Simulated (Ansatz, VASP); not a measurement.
# Two plane-wave programs on TiB

```
CELL_PARAMETERS angstrom
0.00000 2.42856 2.42856
2.42856 0.00000 2.42856
2.42856 2.42856 0.00000
ATOMIC_POSITIONS crystal
Ti 0.75000 0.75000 0.75000
B 0.00000 0.00000 0.00000
```

Alike in both runs: task single point; functional PBEsol; k mesh 14 × 14 × 14; occupations gaussian, width 0.1 eV; no spin polarisation.

|  | VASP | Ansatz |
| --- | --- | --- |
| version | VASP 6.6.1 | Ansatz 0.2.0 |
| potentials or method | VASP PAW PBE potentials, release 64 (Ti_sv, B), cutoff 520 eV | scalar-relativistic, plane waves, PAW |
| valence electrons in the cell | 15 | 15 |

|  | VASP | Ansatz | Ansatz less VASP |
| --- | --- | --- | --- |
| gap on the k mesh at the Fermi level (eV) | none | none | - |
| pressure (GPa) | 3.5 | 3.5 | +0.02 |

VASP's potentials were made for PBE, not for PBEsol. A gap of «none» marks a metal or a gap that the smearing closes.
